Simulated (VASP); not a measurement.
Runs of VASP 6.6.1 on BeB2. The structure is that of space group P6/mmm (No. 191), or close to it. The cells are those of the table. 

| cell | gap on the mesh (eV) | pressure (GPa) |
| --- | --- | --- |
| a = 2.939, b = 2.939, c = 2.887 Å, angles 90.0, 90.0, 120.0°, 3 atoms | none | -9.0 |
| a = 2.910, b = 2.910, c = 2.858 Å, angles 90.0, 90.0, 120.0°, 3 atoms | none | -3.2 |
| a = 2.880, b = 2.880, c = 2.829 Å, angles 90.0, 90.0, 120.0°, 3 atoms | none | (a) |
| a = 2.997, b = 2.997, c = 2.943 Å, angles 90.0, 90.0, 120.0°, 3 atoms | none | -18.6 |
| a = 2.968, b = 2.968, c = 2.915 Å, angles 90.0, 90.0, 120.0°, 3 atoms | none | (b) |

Alike in all rows: task single point; level LDA; potentials or basis VASP PAW LDA potentials, release 64 (Be, B); no spin polarisation; k mesh 11 × 11 × 10; cutoff (eV) 600; smearing fermi-dirac 0.05 eV.

**Question.** Fill in the values left out.

**Answer.** (a) 3.4; (b) -14.1.

A gap of «none» marks levels without a gap at the run's occupations.
